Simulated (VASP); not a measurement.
# Os (Fd-3m) in VASP: a series of runs

Runs on Os. Level: LDA. Tasks: relaxation of cell and atoms, single point.

Everything below comes from runs of VASP 6.6.1. Logs are shortened: lines on timing, memory, paths and dates and some standing lists are left out, and cuts for length are marked.

### 1 The cell of the first run

It takes space group Fd-3m (No. 227, cubic). The conventional cell has a = 5.326 Å, b = 5.326 Å, c = 5.326 Å, α = 90.00°, β = 90.00°, γ = 90.00°. Within 3.0 Å of Os (site symmetry -43m) lie 4 Os at 2.31 Å.

This isn't the form of Os at room conditions, which is hcp.

### 2 Relaxation of cell and atoms, LDA

Contents of INCAR:

```
ALGO = Normal ; EDIFF = 1E-7
EDIFFG = -0.01 ; ENCUT = 560
GGA_COMPAT = False ; IBRION = 2
ISIF = 3 ; ISMEAR = -1
LASPH = True ; LCHARG = False
LREAL = False ; LWAVE = False
NELM = 120 ; NELMIN = 4
NSW = 80 ; PREC = Accurate
SIGMA = 0.1
```

Contents of KPOINTS:

```
k-points
0
Gamma
  10 10 10
```

Contents of POSCAR:

```
Os
1.0
    0.0000000000      2.6631674351      2.6631674351
    2.6631674351      0.0000000000      2.6631674351
    2.6631674351      2.6631674351      0.0000000000
Os
2
Direct
    0.1250000000      0.1250000000      0.1250000000
    0.8750000000      0.8750000000      0.8750000000
```

Potentials or basis: VASP PAW LDA potentials, release 64 (Os_sv_GW).

Run with:

```console
cat potpaw_LDA.64/Os_sv_GW/POTCAR > POTCAR
mpirun -np 1 vasp_std > vasp.out
```

OUTCAR:

```text
EDIFF = 1E-7
   EDIFFG = -0.01
   ENCUT = 560
   IBRION = 2
   ISIF = 3
   ISMEAR = -1
   LASPH = True
   LREAL = False
   NELM = 120
   NELMIN = 4
   NSW = 80
   PREC = Accurate

 ion  position               nearest neighbor table
   1  0.125  0.125  0.125-   2 2.31   2 2.31   2 2.31   2 2.31
   2  0.875  0.875  0.875-   1 2.31   1 2.31   1 2.31   1 2.31

  LATTYP: Found a face centered cubic cell.
 ALAT       =     5.3263348702

  Lattice vectors:

 A1 = (   0.0000000000,   2.6631674351,   2.6631674351)
 A2 = (   2.6631674351,   0.0000000000,   2.6631674351)
 A3 = (   2.6631674351,   2.6631674351,   0.0000000000)

Analysis of symmetry for initial positions (statically):
=====================================================================
 Subroutine PRICEL returns:
 Original cell was already a primitive cell.

 Routine SETGRP: Setting up the symmetry group for a
 face centered cubic supercell.

 Subroutine GETGRP returns: Found 48 space group operations
 (whereof 12 operations were pure point group operations)
 out of a pool of 48 trial point group operations.

The static configuration has the point symmetry D_3d.
 The point group associated with its full space group is O_h .

Analysis of symmetry for dynamics (positions and initial velocities):
=====================================================================
 Subroutine PRICEL returns:
 Original cell was already a primitive cell.

 Routine SETGRP: Setting up the symmetry group for a
 face centered cubic supercell.

 Subroutine GETGRP returns: Found 48 space group operations
 (whereof 12 operations were pure point group operations)
 out of a pool of 48 trial point group operations.

The dynamic configuration has the point symmetry D_3d.
 The point group associated with its full space group is O_h .

 Subroutine INISYM returns: Found 48 space group operations
 (whereof 12 operations are pure point group operations),
 and found     1 'primitive' translations

----------------------------------------------------------------------------------------

                                     Primitive cell

  volume of cell :      37.7768

  direct lattice vectors                    reciprocal lattice vectors
     0.000000000  2.663167435  2.663167435    -0.187746363  0.187746363  0.187746363
     2.663167435  0.000000000  2.663167435     0.187746363 -0.187746363  0.187746363
     2.663167435  2.663167435  0.000000000     0.187746363  0.187746363 -0.187746363

  length of vectors
     3.766287506  3.766287506  3.766287506     0.325186240  0.325186240  0.325186240

[... 99 lines left out ...]
     AMIX     =   0.40;   BMIX     =  1.00
     AMIX_MAG =   1.60;   BMIX_MAG =  1.00
  volume/ion in A,a.u.               =      18.89       127.47
  Fermi-wavevector in a.u.,A,eV,Ry     =   1.548994  2.927174 32.645572  2.399382
  Thomas-Fermi vector in A             =   2.653864
   LORBIT       =      0    0 simple, 1 ext, 2 COOP (PROOUT), +10 PAW based schemes
   GGA     = CA    functional components
   LHFCALC =     F    Hartree Fock is set to
   AEXX    =    0.0000 exact exchange contribution
   IVDW    =     0    specifies the selected vdW correction
   LEPSILON=     F    determine dielectric tensor
   LRPA    =     F    only Hartree local field effects (RPA)
 conjugate gradient relaxation of ions
 non-spin polarized calculation
  energy-cutoff  :      560.00
  volume of cell :       37.78
 maximum number of plane-waves:      1158
 NGX is ok and might be reduce to    30
   NGX = 15   NGY = 15   NGZ = 15

--------------------------------------- Ionic step        1  -------------------------------------------

 number of electron      32.0000001 magnetization

 Free energy of the ion-electron system (eV)
  ---------------------------------------------------
  ext. energy  EPLUGINS =         0.00000000
  ---------------------------------------------------
  free energy    TOTEN  =       -24.37670526 eV

  energy without entropy =      -24.32692813  energy(sigma->0) =      -24.35181669

------------------------ aborting loop because EDIFF is reached ----------------------------------------

  FORCE on cell =-STRESS in cart. coord.  units (eV):
  Direction    XX          YY          ZZ          XY          YZ          ZX
  --------------------------------------------------------------------------------------
  -------------------------------------------------------------------------------------
  Total        5.5577420      5.5577420      5.5577420     -0.0000000     -0.0000000      0.0000000
  in kB      235.7130112    235.7130112    235.7130112     -0.0000000     -0.0000000      0.0000000
  external PRESSURE =     235.7130112 kB  Pullay stress =       0.0000000 kB
[... 23 lines left out ...]
--------------------------------------- Ionic step        2  -------------------------------------------

 number of electron      32.0000001 magnetization

 E-fermi :   4.0725     XC(G=0): -10.5557

 val. band max:        4.0128800309   @ k =   0.5000   0.2000   0.0000
 cond. band min:       4.0838019460   @ k =   0.3000   0.2000   0.1000
 fundamental gap:      0.0709219152
 Fermi energy:         4.0724896588

 k-point     1 :       0.0000    0.0000    0.0000
  band No.  band energies     occupation
      1     -81.5616      2.00000
      2     -81.4585      2.00000
      3     -41.3173      2.00000
      4     -41.3173      2.00000
      5     -41.3173      2.00000
      6     -40.9151      2.00000
[... 608 lines left out ...]
  FREE ENERGIE OF THE ION-ELECTRON SYSTEM (eV)
  ---------------------------------------------------
  free  energy   TOTEN  =       -24.5895541949 eV

  energy  without entropy=      -24.5344381296  energy(sigma->0) =      -24.56199616

[... ionic steps 4 to 13 ...]

--------------------------------------- Ionic step       14  -------------------------------------------

 number of electron      31.9999998 magnetization

------------------------ aborting loop because EDIFF is reached ----------------------------------------
[... 67 lines left out ...]
--------------------------------------- Ionic step       16  -------------------------------------------

 number of electron      31.9999998 magnetization

 Free energy of the ion-electron system (eV)
  ---------------------------------------------------
  ext. energy  EPLUGINS =         0.00000000
  ---------------------------------------------------
  free energy    TOTEN  =       -24.59312682 eV

  energy without entropy =      -24.53870748  energy(sigma->0) =      -24.56591715

 E-fermi :   7.5456     XC(G=0): -12.1088

 val. band max:        7.5364484552   @ k =   0.3000   0.2000   0.0000
 cond. band min:       7.5767220556   @ k =   0.4000   0.2000   0.0000
 fundamental gap:      0.0402736004
 Fermi energy:         7.5456138178

 k-point     1 :       0.0000    0.0000    0.0000
  band No.  band energies     occupation
      1     -78.3836      2.00000
      2     -78.0305      2.00000
      3     -38.3879      2.00000
      4     -38.3879      2.00000
      5     -38.3879      2.00000
      6     -37.4049      2.00000
[... 572 lines left out ...]
  FREE ENERGIE OF THE ION-ELECTRON SYSTEM (eV)
  ---------------------------------------------------
  free  energy   TOTEN  =       -24.5931268239 eV

  energy  without entropy=      -24.5387074798  energy(sigma->0) =      -24.56591715

 reached required accuracy - stopping structural energy minimisation
```

OSZICAR:

```text
N       E                     dE             d eps       ncg     rms          rms(c)
DAV:   1     0.339520255089E+03    0.33952E+03   -0.23692E+04  2112   0.174E+03
DAV:   2    -0.107758354292E+02   -0.35030E+03   -0.33735E+03  2332   0.505E+02
DAV:   3    -0.258342258660E+02   -0.15058E+02   -0.14557E+02  2316   0.955E+01
[... 120 lines left out ...]
       N       E                     dE             d eps       ncg     rms          rms(c)
DAV:   1    -0.245931276474E+02   -0.16196E-05   -0.22554E-05  1912   0.501E-02    0.295E-02
DAV:   2    -0.245931268567E+02    0.79070E-06   -0.23263E-06  1916   0.137E-02    0.527E-03
DAV:   3    -0.245931268200E+02    0.36671E-07   -0.20769E-07  1352   0.363E-03    0.614E-03
DAV:   4    -0.245931268239E+02   -0.39099E-08   -0.29842E-08   940   0.157E-03
  16 F= -.24593127E+02 E0= -.24565917E+02  d E =-.168448E-05
```

CONTCAR:

```text
Os
   1.00000000000000
    -0.0000000000000000    2.7353514735857885    2.7353514735857885
     2.7353514735857885   -0.0000000000000000    2.7353514735857885
     2.7353514735857885    2.7353514735857885   -0.0000000000000000
  Os
     2
Direct
     0.1250000000000000    0.1250000000000000    0.1250000000000000
     0.8750000000000000    0.8750000000000000    0.8750000000000000

  0.00000000E+00  0.00000000E+00  0.00000000E+00
  0.00000000E+00  0.00000000E+00  0.00000000E+00
```

Run time: 2.9 min. Hardware: 1 thread of Intel Xeon Platinum 8488C (Sapphire Rapids), shared host; peak memory 0.17 GiB.

What came out:

- Free energy: -24.5931 eV
- Relaxed volume: 20.47 Å³/atom
- Relaxed cell: a = 3.868 Å, b = 3.868 Å, c = 3.868 Å, α = 60.00°, β = 60.00°, γ = 60.00°
- Space group after relaxing (to 0.1 Å): Fd-3m (No. 227)
- Pressure after relaxing: 0.1 GPa
- Band gap on the k mesh: zero (bands 16 and 17 overlap by 1.16 eV)

Final structure:
```
Os
1.0
     0.00000    2.73535    2.73535
     2.73535    0.00000    2.73535
     2.73535    2.73535    0.00000
Os
2
Direct
  0.12500 0.12500 0.12500
  0.87500 0.87500 0.87500
```

Levels at points of the mesh, in eV from the Fermi level:
```tsv
k point	band 12	band 13	band 14	band 15	band 16	band 17	band 18	band 19	band 20
(0.00, 0.00, 0.00)	-3.69	-3.69	-3.69	-0.58	-0.58	-0.58	2.73	2.73	11.26
(0.50, 0.00, 0.00)	-4.06	-3.98	-3.98	-1.53	0.43	0.43	1.94	1.94	2.97
(0.50, 0.50, 0.00)	-3.94	-2.84	-2.84	-1.39	-1.39	2.32	2.32	3.53	3.53
```

Caveat: spin-orbit coupling is left out, which moves the levels of the heavy elements.

### 3 Single point, LDA (21.31 Å³/atom)

This run uses another cell than the first one, of 21.31 Å³/atom.

Contents of INCAR:

```
PREC = Accurate ; ENCUT = 560
EDIFF = 1E-6 ; ISMEAR = -1
SIGMA = 0.1 ; LREAL = F
LASPH = T ; NELM = 120
ALGO = Normal ; ISIF = 2
LWAVE = F ; LCHARG = F
GGA = CA ; NBANDS = 23
GGA_COMPAT = F
```

Contents of KPOINTS:

```
Automatic mesh
0
Gamma
  11 11 11
```

Contents of POSCAR:

```
Os
1.0
    0.0000000000      2.7723341897      2.7723341897
    2.7723341897      0.0000000000      2.7723341897
    2.7723341897      2.7723341897      0.0000000000
Os
2
Direct
    0.1250000000      0.1250000000      0.1250000000
    0.8750000000      0.8750000000      0.8750000000
```

Potentials or basis: VASP PAW LDA potentials, release 64 (Os_sv_GW).

Run with:

```console
cat potpaw_LDA.64/Os_sv_GW/POTCAR > POTCAR
mpirun -np 1 vasp_std > vasp.out
```

Run time: 54 s. Hardware: 1 thread of Intel Xeon Platinum 8488C (Sapphire Rapids), shared host; peak memory 0.18 GiB.

Results (log left out):

```
Free energy            : -24.5918 eV
Pressure               : -8.3 GPa
Band gap on the k mesh : zero (bands 16 and 17 overlap by 1.02 eV)
```

Levels at points of the mesh, in eV from the Fermi level:
```csv
k point,band 14,band 15,band 16,band 17,band 18,band 19
"(0.00, 0.00, 0.00)",-3.54,-0.56,-0.56,-0.56,2.56,2.56
```

Caveat: the cell stands under tension; spin-orbit coupling is left out, which moves the levels of the heavy elements.

(Part 1 of 2 ends here.)

The gap in the log of VASP goes by the Fermi energy; the results here count the filled bands.